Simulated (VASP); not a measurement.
# As: relaxation of cell and atoms with r2SCAN

The system is As.

```xyz
2
Lattice="0.0000 3.0350 3.0350 3.0350 0.0000 3.0350 3.0350 3.0350 0.0000" Properties=species:S:1:pos:R:3 pbc="T T T"
As    0.0000    0.0000    0.0000
As    1.5175    1.5175    1.5175
```

This isn't the form of As at room conditions, which is rhombohedral.

```
Program                : VASP 6.6.1
Task                   : relaxation of cell and atoms
Functional             : r2SCAN
Potentials or basis    : VASP PAW PBE potentials, release 64 (As)
Cutoff                 : 600 eV
k mesh                 : 7 × 7 × 7
Occupations            : gaussian, width 0.1 eV
Spin                   : no spin polarisation
Dipole correction      : no
Further INCAR settings : ALGO = Normal; EDIFF = 1e-06; IBRION = 2; EDIFFG = -0.02; NSW = 80; ISIF = 3
```

```json
{
 "Relaxed volume": "28.11 Å³/atom",
 "Relaxed cell": "a = 4.300 Å, b = 4.300 Å, c = 4.300 Å, α = 60.00°, β = 60.00°, γ = 60.00°",
 "Space group after relaxing (to 0.1 Å)": "Fd-3m (No. 227)",
 "Energy gained by relaxing": "0.1 meV/atom",
 "Ionic steps": "2",
 "Pressure after relaxing": "-0.1 GPa",
 "Band gap on the k mesh": "zero (bands 5 and 6 overlap by 0.67 eV)"
}
```

The path:
```
step  energy change (eV)  largest force (eV/Å)  pressure (GPa)  volume (Å³)
   1              0.0000                0.0000            0.22        55.91
   2             -0.0001                0.0000           -0.06        56.23
```

Final structure:
```cif
data_structure
_symmetry_space_group_name_H-M 'P 1'
_symmetry_Int_Tables_number 1
_cell_length_a 4.3002
_cell_length_b 4.3002
_cell_length_c 4.3002
_cell_angle_alpha 60.000
_cell_angle_beta 60.000
_cell_angle_gamma 60.000
_cell_volume 56.23
loop_
_atom_site_label
_atom_site_type_symbol
_atom_site_fract_x
_atom_site_fract_y
_atom_site_fract_z
_atom_site_occupancy
As1 As 0.00000 0.00000 0.00000 1
As2 As 0.25000 0.25000 0.25000 1
```

Levels at points of the mesh, in eV from the Fermi level:
```
           k point  band 3  band 4  band 5  band 6  band 7  band 8
(0.00, 0.00, 0.00)   -2.53   -2.53   -2.53    0.40    0.40    0.40
```

Wall time 110 s on 1 thread of Intel Xeon 8259CL, with other jobs on the host, peak memory 0.22 GiB.

Caveat: the PAW data sets were made with another functional, which shifts forces and pressure a little.
